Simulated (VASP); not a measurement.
Write the native input for VASP 6.6.1 that does the following.

- Task: single point
- Functional: PBE
- Potentials or basis: VASP PAW PBE potentials, release 64 (Ti_sv, C)
- Cutoff: 520 eV
- k mesh: 4 × 4 × 4
- Occupations: gaussian, width 0.1 eV
- Spin: no spin polarisation
- Dipole correction: no
- Further INCAR settings: ALGO = Normal; EDIFF = 1e-06; NBANDS = 39

The structure of Ti4C3 lies in POSCAR:

```
Ti4C3
1.0
    4.7090676800      0.0000000000      0.0000000000
    0.0000000000      4.7090676800      0.0000000000
    0.0000000000      0.0000000000      4.7090676800
Ti C
4 3
Direct
    0.0000000000      0.0000000000      0.0000000000
    0.0000000000      0.5000000000      0.5000000000
    0.5000000000      0.0000000000      0.5000000000
    0.5000000000      0.5000000000      0.0000000000
    0.5000000000      0.0000000000      0.0000000000
    0.0000000000      0.5000000000      0.0000000000
    0.0000000000      0.0000000000      0.5000000000
```

The cell was generated, and may not be a known phase.

One way to write it, as run:

INCAR

```
ALGO = Normal
EDIFF = 1E-6
ENCUT = 520
GGA = PE
ISIF = 2
ISMEAR = 0
LASPH = True
LCHARG = True
LELF = True
LREAL = False
LVHAR = True
LWAVE = False
NBANDS = 39
NELM = 60
PREC = Accurate
SIGMA = 0.1
```

KPOINTS

```
k-points
0
Gamma
  4 4 4
```

Potentials or basis: VASP PAW PBE potentials, release 64 (Ti_sv, C).

Launch:

```bash
$ cat potpaw_PBE.64/Ti_sv/POTCAR potpaw_PBE.64/C/POTCAR > POTCAR
$ mpirun -np 1 vasp_std > vasp.out
```

Results of the run:

```
Pressure               : -33.4 GPa
Band gap on the k mesh : zero (bands 30 and 31 overlap by 0.82 eV)
```

Caveat: the cell stands under tension.

Wall time 57 s on 1 thread of Intel Xeon 8259CL (shared host), peak memory 0.21 GiB.
